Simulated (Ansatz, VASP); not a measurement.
# Two plane-wave programs on ZnO

```
Zn O
1.0
     3.26628    0.00000    0.00000
    -1.63314    2.82868    0.00000
     0.00000    0.00000    6.40018
Zn O
2 2
Direct
  0.00000 0.00000 0.75000
  0.00000 0.00000 0.25000
  0.33333 0.66667 0.25000
  0.66667 0.33333 0.75000
```

Change from the starting cell: strain +0.0375 x Voigt [0, 0, 1, 0, 0, 0], atoms carried along.

Alike in both runs: task single point; functional PBE; dispersion D3(BJ); k mesh 12 × 12 × 6; occupations gaussian, width 0.05 eV; no spin polarisation.

|  | VASP | Ansatz |
| --- | --- | --- |
| version | VASP 6.6.1 | Ansatz 0.2.0 |
| potentials or method | VASP PAW PBE potentials, release 64 (Zn, O), cutoff 520 eV | scalar-relativistic, plane waves, PAW |
| valence electrons in the cell | 36 | 36 |

```csv
,VASP,Ansatz,Ansatz less VASP
gap on the k mesh at the Fermi level (eV),0.73,0.72,-0.003
least direct gap on the mesh (eV),0.73,0.72,-0.003
pressure (GPa),0.6,-0.3,-0.94
"traceless stress, the component that is largest in VASP (GPa)",-1.45,-0.46,+0.988
```
